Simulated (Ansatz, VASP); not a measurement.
F: VASP beside Ansatz

```xyz
4
Lattice="2.7977 -1.7430 0.2952 2.7977 1.7430 0.2952 -0.8159 0.0000 6.5650" Properties=species:S:1:pos:R:3 pbc="T T T"
F     4.1182   -0.5722    1.0593
F     1.0692   -0.5722    2.8136
F     0.6612    0.5722    6.0961
F     3.7103    0.5722    4.3418
```

Change from the starting cell: volume 16.216 Å^3 an atom, stretch along a over the lengths across it, relative to the relaxed cell 1.0202.

Alike in both runs: task single point; functional PBE; dispersion D3(BJ); k mesh 8 × 8 × 4; occupations gaussian, width 0.05 eV; no spin polarisation.

|  | VASP | Ansatz |
| --- | --- | --- |
| version | VASP 6.6.1 | Ansatz 0.2.0 |
| potentials or method | VASP PAW PBE potentials, release 64 (F), cutoff 520 eV | scalar-relativistic, plane waves, PAW |
| valence electrons in the cell | 28 | 28 |

Ansatz gave:

* gap on the k mesh at the Fermi level (eV): 3.46
* least direct gap on the mesh (eV): 3.46
* pressure (GPa): 3.7
* traceless stress, the component that is largest in VASP (GPa): 4.86
* rms of the force components (eV/Å): 0.845

Task: Estimate VASP's values.

Result: gap on the k mesh at the Fermi level (eV): 3.38; least direct gap on the mesh (eV): 3.38; pressure (GPa): 4.2; traceless stress, the component that is largest in VASP (GPa): 6.29; rms of the force components (eV/Å): 1.100.

Atom by atom the forces differ by 0.256 eV/Å (rms over components).
